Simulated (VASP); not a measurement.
## ZnSe: single point with PBEsol

Crystal: ZnSe.

```xyz
4
Lattice="4.1670 0.0000 0.0000 0.0000 4.1670 0.0000 0.0000 0.0000 6.1921" Properties=species:S:1:pos:R:3 pbc="T T T"
Zn    0.0000    0.0000    0.0000
Zn    2.0835    2.0835    0.0000
Se    0.0000    2.0835    1.6605
Se    2.0835    0.0000    4.5316
```

```
Program             : VASP 6.6.1
Task                : single point
Functional          : PBEsol
Potentials or basis : VASP PAW PBE potentials, release 64 (Zn, Se)
Cutoff              : 520 eV
k mesh              : 8 × 8 × 6
Occupations         : gaussian, width 0.05 eV
Spin                : no spin polarisation
```

```json
{
  "Pressure": "-7.5 GPa",
  "Largest force": "1.737 eV/Å",
  "Band gap on the k mesh": "1.36 eV"
}
```

Forces on the atoms (eV/Å):
```
Zn   0.000  0.000  0.000
Zn   0.000  0.000  0.000
Se   0.000  0.000 -1.737
Se   0.000  0.000  1.737
```

Stress tensor (GPa, compression positive):
```
-6.68  0.00  0.00
 0.00 -6.68  0.00
 0.00  0.00 -9.20
```

Levels at points of the mesh, in eV from the valence-band top:
```tsv
k point	band 14	band 15	band 16	band 17	band 18	band 19	band 20	band 21	band 22	band 23
(0.00, 0.00, 0.00)	-1.74	-1.74	-0.33	0.00	0.00	1.36	1.95	3.10	5.13	5.13
(0.50, 0.00, 0.00)	-4.19	-1.76	-1.76	-0.60	-0.60	3.19	3.19	5.18	5.18	6.27
(0.50, 0.50, 0.00)	-3.89	-2.07	-2.07	-1.82	-1.82	2.68	2.68	2.90	2.90	9.59
(0.00, 0.00, 0.50)	-1.52	-1.52	-1.39	-0.38	-0.38	2.05	3.19	3.21	5.17	5.67
(0.50, 0.00, 0.50)	-4.56	-0.85	-0.85	-0.58	-0.58	2.10	2.10	5.42	5.42	5.87
(0.50, 0.50, 0.50)	-3.70	-2.37	-2.37	-2.29	-2.29	3.87	3.87	4.06	4.06	7.51
```

Wall time 99 s on 1 thread of AMD EPYC 9R14 (Zen 4) (shared host), peak memory 0.27 GiB.

Caveat: the cell stands under tension; the PAW data sets were made with another functional, which shifts forces and pressure a little. A k mesh can miss the band edges.
